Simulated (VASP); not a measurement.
Set up this calculation in VASP 6.6.1, as the native input.

- Task: single point
- Functional: PBE
- Dispersion: D3(BJ)
- Potentials or basis: VASP PAW PBE potentials, release 64 (Te, Mo_sv)
- Cutoff: 520 eV
- k mesh: 4 × 8 × 1
- Occupations: fermi-dirac, width 0.05 eV
- Spin: no spin polarisation
- Dipole correction: no
- Further INCAR settings: ALGO = Normal; EDIFF = 1e-06; NBANDS = 35

The structure of Te2Mo lies in POSCAR:

```
Te2Mo
1.0
    6.2756307866      0.0000000000      0.0000000000
    0.0000000000      3.4333648200      0.0000000000
   -0.0845824159      0.0000000000     35.6869671492
Te Mo
4 2
Direct
    0.4292511000      0.7500000000      0.5407035800
    0.5707489000      0.2500000000      0.4592964200
    0.9208478700      0.2500000000      0.5565273200
    0.0791521300      0.7500000000      0.4434726800
    0.1813475600      0.2500000000      0.4974653700
    0.8186524400      0.7500000000      0.5025346300
```

One way to write it, as run:

INCAR

```
ALGO = Normal ; EDIFF = 1E-6
ENCUT = 520 ; GGA = PE
ISIF = 2 ; ISMEAR = -1
IVDW = 12 ; LASPH = True
LCHARG = True ; LELF = True
LREAL = False ; LVHAR = True
LWAVE = False ; NBANDS = 35
NELM = 80 ; PREC = Accurate
SIGMA = 0.05
```

KPOINTS

```
k-points
0
Gamma
  4 8 1
```

Potentials or basis: VASP PAW PBE potentials, release 64 (Te, Mo_sv).

The run is started by

```bash
$ cat potpaw_PBE.64/Te/POTCAR potpaw_PBE.64/Mo_sv/POTCAR > POTCAR
$ mpirun -np 1 vasp_std > vasp.out
```

It gave:

```yaml
Largest_force: 0.825 eV/Å
Band_gap_on_the_k_mesh: zero (bands 26 and 27 overlap by 0.21 eV)
Dispersion_energy_per_atom: -0.401 eV
```

Caveat: there is no dipole correction, which matters where the two faces differ; spin-orbit coupling is left out, which moves the levels of the heavy elements.

Run time: 10 min on 1 thread of Intel(R) Xeon(R) 6975P-C (Granite Rapids), on a shared host, peak memory 0.89 GiB.
